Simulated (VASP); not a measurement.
Ge2Sb2Te5, 9 atoms in the cell. It takes space group P-3m1 (No. 164, trigonal). The conventional cell has a = 3.965 Å, b = 3.965 Å, c = 17.182 Å, α = 90.00°, β = 90.00°, γ = 120.00°. Within 3.5 Å of Ge (site symmetry 3m) lie 6 Te at 2.66 to 3.11 Å. Sb (site symmetry 3m) has 6 Te at 2.83 to 2.99 Å within 3.7 Å. Te (site symmetry -3m) has 6 Sb at 2.99 Å and 6 Te at 3.97 Å within 4.0 Å. Te (site symmetry 3m) has 3 Sb at 2.83 Å and 3 Ge at 3.11 Å within 3.7 Å. Within 3.5 Å of Te (site symmetry 3m) lie 3 Ge at 2.66 Å. 

- Program: VASP 6.6.1
- Task: single point
- Functional: PBE
- Potentials or basis: VASP PAW PBE potentials, release 64 (Ge_d, Sb, Te)
- Cutoff: 520 eV
- k mesh: 9 × 9 × 2
- Occupations: gaussian, width 0.03 eV
- Spin: no spin polarisation
- Dipole correction: no
- Further INCAR settings: ALGO = Normal; EDIFF = 1e-06; NBANDS = 44

Potentials or basis: VASP PAW PBE potentials, release 64 (Ge_d, Sb, Te).

Run with:

```sh
$ cat potpaw_PBE.64/Ge_d/POTCAR potpaw_PBE.64/Sb/POTCAR potpaw_PBE.64/Te/POTCAR > POTCAR
$ mpirun -np 1 vasp_std > vasp.out
```

Hardware: 1 thread of AMD EPYC 9R45 96-Core Processor (Zen 5), with other jobs on the host.

Question: Estimate the wall time of this run.

Answer: Wall time 2.6 min on 1 thread of AMD EPYC 9R45 96-Core Processor (Zen 5), with other jobs on the host, peak memory 0.43 GiB. Counts: scf iterations 16, k points 24.
